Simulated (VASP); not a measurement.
Runs of VASP 6.6.1 on GaN. The structure is that of space group F-43m (No. 216), or close to it. The cells are those of the table. 

```tsv
task	cell	cutoff (eV)	gap on the mesh (eV)	pressure (GPa)
relaxation of cell and atoms	relaxed to 8 GPa from a = 3.187 Å, angles 60.0°, 2 atoms	600	1.82	8.0
relaxation of cell and atoms	relaxed to 2 GPa from a = 3.187 Å, angles 60.0°, 2 atoms	600	1.62	2.2
relaxation of cell and atoms	relaxed from a = 3.187 Å, angles 60.0°, 2 atoms	600	1.55	0.0
single point	a = 3.204 Å, angles 60.0°, 2 atoms	520	1.62	2.1
single point	a = 3.182 Å, angles 60.0°, 2 atoms	520	(b)	(a)
```

Alike in all rows: level PBE; potentials or basis VASP PAW PBE potentials, release 64 (Ga_d, N); no spin polarisation; k mesh 8 × 8 × 8; smearing fermi-dirac 0.1 eV.

Question: Estimate the missing entries.

Answer: (a) 6.0; (b) 1.76.

Caveats: the cell is relaxed towards a set pressure, so the enthalpy falls and the energy may rise (some runs).

A k mesh can miss the band edges, and the runs leave out spin-orbit coupling on Ga.
